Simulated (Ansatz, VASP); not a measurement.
# Two plane-wave programs on ZrTa3

```xyz
4
Lattice="4.0162 0.0000 0.0000 0.0000 4.0162 0.0000 0.0000 0.0000 4.0162" Properties=species:S:1:pos:R:3 pbc="T T T"
Zr    0.0000    0.0000    0.0000
Ta    0.0000    2.0081    2.0081
Ta    2.0081    0.0000    2.0081
Ta    2.0081    2.0081    0.0000
```

Alike in both runs: task relaxation of cell and atoms; functional PBE; k mesh 4 × 4 × 4; occupations gaussian, width 0.1 eV; no spin polarisation.

```csv
,VASP,Ansatz
version,VASP 6.6.1,Ansatz 0.2.0
potentials or method,"VASP PAW PBE potentials, release 64 (Zr_sv, Ta_pv), cutoff 600 eV","scalar-relativistic, plane waves, PAW"
valence electrons in the cell,45,51
```

Ansatz gave:

- gap on the k mesh at the Fermi level, each at its own relaxed structure (eV): none
- relaxed volume (Å³/atom): 19.84
- relaxed cell length with the largest relative difference (Å): 4.297

Problem. What did VASP give for the same quantities?

Solution. gap on the k mesh at the Fermi level, each at its own relaxed structure (eV): none; relaxed volume (Å³/atom): 19.90; relaxed cell length with the largest relative difference (Å): 4.301.

A gap of «none» marks a metal or a gap that the smearing closes. VASP's potentials hold 45 valence electrons a cell and Ansatz's 51, so a difference there can come from the potentials and not from the codes.

The k mesh is coarse, so the values compare programs but aren't converged. Spin-orbit coupling is off throughout. Noted on VASP's run: the volume moved by over 15 % at a fixed basis, so the end points are rough.
